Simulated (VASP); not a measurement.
# Hf3N2 (R-3m) in VASP: single point with LDA

Aim: the single point of Hf3N2 with LDA.

Everything below comes from runs of VASP 6.6.1. Logs are shortened: lines on timing, memory, paths and dates and some standing lists are left out, and cuts for length are marked.

## (1) The cell of the first run

Symmetry: R-3m, No. 166, trigonal system. Conventional cell: a = 3.199 Å, b = 3.199 Å, c = 23.265 Å, α = 90.00°, β = 90.00°, γ = 120.00°. Within 3.3 Å of Hf (site symmetry 3m) lie 3 N at 2.29 Å and 12 Hf at 3.12 to 3.21 Å. Within 3.0 Å of Hf (site symmetry -3m) lie 6 N at 2.24 Å. Within 3.0 Å of N (site symmetry 3m) lie 6 Hf at 2.24 to 2.29 Å.

## (2) Single point, LDA

INCAR reads:

```
SYSTEM = Hf3N2
ALGO     = Normal         ! electronic algorithm
EDIFF    = 1E-6           ! SCF threshold, eV
ENCUT    = 520            ! plane-wave cutoff, eV
GGA      = CA             ! functional
ISIF     = 2              ! what is computed and relaxed
ISMEAR   = 0              ! smearing method
LASPH    = .True.         ! aspherical terms in the spheres
LCHARG   = .False.        ! write CHGCAR
LREAL    = .False.        ! projectors in reciprocal space
LWAVE    = .False.        ! write WAVECAR
NBANDS   = 28             ! bands
NELM     = 100            ! most SCF steps
PREC     = Accurate       ! precision mode
SIGMA    = 0.1            ! smearing width, eV
```

KPOINTS reads:

```
k-points
0
Gamma
  12 12 12
  0 0 0
```

POSCAR reads:

```
Hf3N2
1.0
    1.5994260774      0.9234290764      7.7548432223
   -1.5994260774      0.9234290764      7.7548432223
    0.0000000000     -1.8468581527      7.7548432223
Hf N
3 2
Direct
    0.7794186600      0.7794186600      0.7794186600
    0.2205813400      0.2205813400      0.2205813400
    0.0000000000      0.0000000000      0.0000000000
    0.6119155300      0.6119155300      0.6119155300
    0.3880844700      0.3880844700      0.3880844700
```

Potentials or basis: VASP PAW LDA potentials, release 64 (Hf_pv, N).

Launch:

```console
cat potpaw_LDA.64/Hf_pv/POTCAR potpaw_LDA.64/N/POTCAR > POTCAR
mpirun -np 1 vasp_std > vasp.out
```

OUTCAR:

```text
SYSTEM = Hf3N2
   EDIFF = 1E-6
   ENCUT = 520
   GGA = CA
   ISIF = 2
   ISMEAR = 0
   LASPH = .True.
   LREAL = .False.
   NELM = 100
   PREC = Accurate

 ion  position               nearest neighbor table
   1  0.779  0.779  0.779-   5 2.29   5 2.29   5 2.29   2 3.12   2 3.12   2 3.12   3 3.21   3 3.21
                             3 3.21
   2  0.221  0.221  0.221-   4 2.29   4 2.29   4 2.29   1 3.12   1 3.12   1 3.12   3 3.21   3 3.21
                             3 3.21
   3  0.000  0.000  0.000-   4 2.24   4 2.24   5 2.24   5 2.24   4 2.24   5 2.24   2 3.21   1 3.21
                             2 3.21   1 3.21   2 3.21   1 3.21
   4  0.612  0.612  0.612-   3 2.24   3 2.24   3 2.24   2 2.29   2 2.29   2 2.29
   5  0.388  0.388  0.388-   3 2.24   3 2.24   3 2.24   1 2.29   1 2.29   1 2.29

  LATTYP: Found a trigonal (rhomboedric) cell.
 ALAT       =     7.9717299527
 COS(alpha) =     0.9194893776

  Lattice vectors:

 A1 = (   1.5994260774,   0.9234290764,   7.7548432223)
 A2 = (  -1.5994260774,   0.9234290764,   7.7548432223)
 A3 = (   0.0000000000,  -1.8468581527,   7.7548432223)

Analysis of symmetry for initial positions (statically):
=====================================================================
 Subroutine PRICEL returns:
 Original cell was already a primitive cell.

 Routine SETGRP: Setting up the symmetry group for a
 trigonal (rhombohedral) supercell.

 Subroutine GETGRP returns: Found 12 space group operations
 (whereof 12 operations were pure point group operations)
 out of a pool of 12 trial point group operations.

The static configuration has the point symmetry D_3d.

Analysis of symmetry for dynamics (positions and initial velocities):
=====================================================================
 Subroutine PRICEL returns:
 Original cell was already a primitive cell.

 Routine SETGRP: Setting up the symmetry group for a
 trigonal (rhombohedral) supercell.

 Subroutine GETGRP returns: Found 12 space group operations
 (whereof 12 operations were pure point group operations)
 out of a pool of 12 trial point group operations.

The dynamic configuration has the point symmetry D_3d.

 Subroutine INISYM returns: Found 12 space group operations
 (whereof 12 operations are pure point group operations),
 and found     1 'primitive' translations

----------------------------------------------------------------------------------------

                                     Primitive cell

  volume of cell :      68.7214

  direct lattice vectors                    reciprocal lattice vectors
     1.599426077  0.923429076  7.754843222     0.312612134  0.180486700  0.042983891
    -1.599426077  0.923429076  7.754843222    -0.312612134  0.180486700  0.042983891
     0.000000000 -1.846858153  7.754843222     0.000000000 -0.360973400  0.042983891

  length of vectors
     7.971729953  7.971729953  7.971729953     0.363523604  0.363523604  0.363523604

  position of ions in fractional coordinates (direct lattice)
     0.779418660  0.779418660  0.779418660
     0.220581340  0.220581340  0.220581340
     0.000000000  0.000000000  0.000000000
     0.611915530  0.611915530  0.611915530
     0.388084470  0.388084470  0.388084470

  ion indices of the primitive-cell ions
   primitive index   ion index
                 1           1
                 2           2
                 3           3
                 4           4
                 5           5

----------------------------------------------------------------------------------------

 KPOINTS: k-points

Automatic generation of k-mesh.
 Grid dimensions read from file:
 generate k-points for:   12   12   12

 Generating k-lattice:

  Cartesian coordinates                     Fractional coordinates (reciprocal lattice)
     0.026051011  0.015040558  0.003581991     0.083333333 -0.000000000  0.000000000
    -0.026051011  0.015040558  0.003581991    -0.000000000  0.083333333  0.000000000
     0.000000000 -0.030081117  0.003581991     0.000000000  0.000000000  0.083333333

  Length of vectors
     0.030293634  0.030293634  0.030293634

  Shift w.r.t. Gamma in fractional coordinates (k-lattice)
     0.000000000  0.000000000  0.000000000

 Subroutine IBZKPT returns following result:
 ===========================================

 Found    189 irreducible k-points:

 Following reciprocal coordinates:
            Coordinates               Weight
  0.000000  0.000000  0.000000      1.000000
  0.083333  0.000000  0.000000      6.000000
  0.166667  0.000000  0.000000      6.000000
  0.250000  0.000000  0.000000      6.000000
  0.333333  0.000000  0.000000      6.000000
  0.416667  0.000000  0.000000      6.000000
[... 16 lines left out ...]
  0.500000  0.166667  0.000000     12.000000
 -0.416667  0.166667  0.000000     12.000000
 [... further k-points ...]
   k-points           NKPTS =    189   k-points in BZ     NKDIM =    189   number of bands    NBANDS=     28
   number of dos      NEDOS =    301   number of ions     NIONS =      5
   total plane-waves  NPLWV = 216000
   dimension x,y,z NGX =    60 NGY =   60 NGZ =   60
   dimension x,y,z NGXF=   120 NGYF=  120 NGZF=  120
   ions per type =               3   2
   NGX,Y,Z   is equivalent  to a cutoff of  12.51, 12.51, 12.51 a.u.
   NGXF,Y,Z  is equivalent  to a cutoff of  25.03, 25.03, 25.03 a.u.
 SYSTEM =  Hf3N2
   PREC   = accura    normal or accurate (medium, high low for compatibility)
   ISTART =      0    job   : 0-new  1-cont  2-samecut
   ICHARG =      2    charge: 1-file 2-atom 10-const
   ISPIN  =      1    spin polarized calculation?
   LNONCOLLINEAR =      F non collinear calculations
   LSORBIT =      F    spin-orbit coupling
   LASPH  =      T    aspherical Exc in radial PAW
   ENCUT  =  520.0 eV  38.22 Ry    6.18 a.u.  14.82 14.82 14.82*2*pi/ulx,y,z
   NELM   =    100;   NELMIN=  2; NELMDL= -5     # of ELM steps
   EDIFF  = 0.1E-05   stopping-criterion for ELM
   LREAL  =      F    real-space projection
   EDIFFG = 0.1E-04   stopping-criterion for IOM
   NSW    =      0    number of steps for IOM
   IBRION =     -1    ionic relax: 0-MD 1-quasi-New 2-CG
   NFREE  =      0    steps in history (QN), initial steepest desc. (CG)
   ISIF   =      2    stress and relaxation
   ISYM   =      2    0-nonsym 1-usesym 2-fastsym
   POTIM  = 0.5000    time-step for ionic-motion
   TEBEG  =    0.0;   TEEND  =   0.0 temperature during run
   PSTRESS=    0.0 pullay stress
   NELECT =      40.0000    total number of electrons
   NUPDOWN=      -1.0000    fix difference up-down
   EMIN   =  10.00;   EMAX   =-10.00  energy-range for DOS
   EFERMI =   0.00;   METHOD = LEGACY
   ISMEAR =     0;   SIGMA  =   0.10  broadening in eV -4-tet -1-fermi 0-gaus
   EFERMI_NEDOS =   21; number of points for ismear=-14 and -15
   IALGO  =     38    algorithm
   IMIX   =      4    mixing-type and parameters
     AMIX     =   0.40;   BMIX     =  1.00
     AMIX_MAG =   1.60;   BMIX_MAG =  1.00
  volume/ion in A,a.u.               =      13.74        92.75
  Fermi-wavevector in a.u.,A,eV,Ry     =   1.366881  2.583031 25.420646  1.868365
  Thomas-Fermi vector in A             =   2.492983
   LORBIT       =      0    0 simple, 1 ext, 2 COOP (PROOUT), +10 PAW based schemes
   GGA     = CA    functional components
   LHFCALC =     F    Hartree Fock is set to
   AEXX    =    0.0000 exact exchange contribution
   IVDW    =     0    specifies the selected vdW correction
   LEPSILON=     F    determine dielectric tensor
   LRPA    =     F    only Hartree local field effects (RPA)
 non-spin polarized calculation
 Gauss-broadening in eV      SIGMA  =   0.10
  energy-cutoff  :      520.00
  volume of cell :       68.72
 maximum number of plane-waves:      1869
   NGX = 29   NGY = 29   NGZ = 29

 number of electron      40.0000000 magnetization

 Free energy of the ion-electron system (eV)
  ---------------------------------------------------
  ext. energy  EPLUGINS =         0.00000000
  ---------------------------------------------------
  free energy    TOTEN  =       -58.62327440 eV

  energy without entropy =      -58.61604206  energy(sigma->0) =      -58.61965823

 E-fermi :   6.5349     XC(G=0): -12.4836

 val. band max:        6.5329454389   @ k =   0.5000   0.1667   0.0833
 cond. band min:       6.5433295239   @ k =  -0.3333  -0.4167   0.2500
 fundamental gap:      0.0103840850
 Fermi energy:         6.5349370085

 k-point     1 :       0.0000    0.0000    0.0000
  band No.  band energies     occupation
      1     -24.7763      2.00000
      2     -24.2628      2.00000
      3     -24.2628      2.00000
      4     -24.0472      2.00000
      5     -23.4942      2.00000
      6     -23.4292      2.00000
[... 20 lines left out ...]
     27       9.3427      0.00000
     28      10.3961      0.00000

 k-point     2 :       0.0833    0.0000    0.0000
  band No.  band energies     occupation
      1     -24.7637      2.00000
      2     -24.3251      2.00000
      3     -24.2740      2.00000
      4     -24.0215      2.00000
      5     -23.5201      2.00000
      6     -23.4492      2.00000
[... 20 lines left out ...]
     27       9.5303      0.00000
     28      10.1551      0.00000

 k-point     3 :       0.1667    0.0000    0.0000
  band No.  band energies     occupation
      1     -24.7291      2.00000
      2     -24.4752      2.00000
      3     -24.3044      2.00000
      4     -23.9704      2.00000
      5     -23.6144      2.00000
      6     -23.5338      2.00000
[... 20 lines left out ...]
     27      10.0222      0.00000
     28      10.6322      0.00000

 k-point     4 :       0.2500    0.0000    0.0000
  band No.  band energies     occupation
      1     -24.6884      2.00000
      2     -24.6566      2.00000
      3     -24.3456      2.00000
      4     -23.9228      2.00000
      5     -23.7519      2.00000
      6     -23.6799      2.00000
[... 578 lines left out ...]
     27      11.3252      0.00000
     28      11.7456      0.00000

 k-point    23 :       0.5000    0.1667    0.0000
  band No.  band energies     occupation
      1     -24.9226      2.00000
      2     -24.5775      2.00000
      3     -24.5329      2.00000
      4     -23.9857      2.00000
      5     -23.9597      2.00000
      6     -23.7431      2.00000
[... 20 lines left out ...]
     27      11.7945      0.00000
     28      12.1016      0.00000

 k-point    24 :      -0.4167    0.1667    0.0000
  band No.  band energies     occupation
      1     -24.9531      2.00000
      2     -24.5645      2.00000
      3     -24.5547      2.00000
      4     -24.0065      2.00000
      5     -23.9831      2.00000
      6     -23.7120      2.00000
[... 20 lines left out ...]
     27      11.5451      0.00000
     28      12.3830      0.00000

 [... further k-points ...]

------------------------ aborting loop because EDIFF is reached ----------------------------------------

  FORCE on cell =-STRESS in cart. coord.  units (eV):
  Direction    XX          YY          ZZ          XY          YZ          ZX
  --------------------------------------------------------------------------------------
  -------------------------------------------------------------------------------------
  Total       -3.4446630     -3.4446630     -3.7407587      0.0000000     -0.0000000      0.0000000
  in kB      -80.3092066    -80.3092066    -87.2124104      0.0000000     -0.0000000      0.0000000
  external PRESSURE =     -82.6102745 kB  Pullay stress =       0.0000000 kB

 VOLUME and BASIS-vectors are now :
 -----------------------------------------------------------------------------
  energy-cutoff  :      520.00
  volume of cell :       68.72
      direct lattice vectors                 reciprocal lattice vectors
     1.599426077  0.923429076  7.754843222     0.312612134  0.180486700  0.042983891
    -1.599426077  0.923429076  7.754843222    -0.312612134  0.180486700  0.042983891
     0.000000000 -1.846858153  7.754843222     0.000000000 -0.360973400  0.042983891

 POSITION                                       TOTAL-FORCE (eV/Angst)
 -----------------------------------------------------------------------------------
      0.00000      0.00000     18.13281         0.000000     -0.000000     -0.452426
      0.00000      0.00000      5.13172         0.000000      0.000000      0.452426
      0.00000      0.00000      0.00000         0.000000     -0.000000      0.000000
      0.00000      0.00000     14.23593         0.000000     -0.000000     -0.214737
      0.00000      0.00000      9.02860         0.000000      0.000000      0.214737
 -----------------------------------------------------------------------------------
    total drift:                                0.000000      0.000000     -0.000000

  FREE ENERGIE OF THE ION-ELECTRON SYSTEM (eV)
  ---------------------------------------------------
  free  energy   TOTEN  =       -58.6232744013 eV

  energy  without entropy=      -58.6160420579  energy(sigma->0) =      -58.61965823
```

It took 28 min on 1 thread of Intel Xeon Platinum 8259CL at 2.50GHz (Skylake/Cascade Lake), shared host; peak memory 0.55 GiB.

What came out:

```yaml
Free_energy: -58.6233 eV
Pressure: -8.3 GPa
Largest_force: 0.452 eV/Å
Band_gap_on_the_k_mesh: zero (bands 20 and 21 overlap by 0.99 eV)
```

Forces in eV/Å, atoms in the order of the input:
```
Hf   0.000  0.000 -0.452
Hf   0.000  0.000  0.452
Hf   0.000  0.000  0.000
N    0.000  0.000 -0.215
N    0.000  0.000  0.215
```

Levels at points of the mesh, in eV from the Fermi level:
| k point | band 17 | band 18 | band 19 | band 20 | band 21 | band 22 | band 23 | band 24 |
| --- | --- | --- | --- | --- | --- | --- | --- | --- |
| (0.00, 0.00, 0.00) | -3.49 | -2.94 | 0.24 | 0.53 | 0.78 | 0.78 | 1.82 | 1.82 |
| (0.50, 0.00, 0.00) | -3.84 | -2.39 | -0.97 | -0.45 | -0.31 | 2.75 | 3.23 | 4.21 |
| (0.50, 0.50, 0.00) | -3.96 | -2.96 | -0.82 | -0.17 | 0.52 | 1.84 | 3.17 | 4.11 |
| (0.50, 0.50, 0.50) | -3.58 | -1.60 | -0.99 | 0.46 | 0.46 | 1.47 | 1.55 | 2.72 |

Caveat: the cell stands under tension; spin-orbit coupling is left out, which moves the levels of the heavy elements.
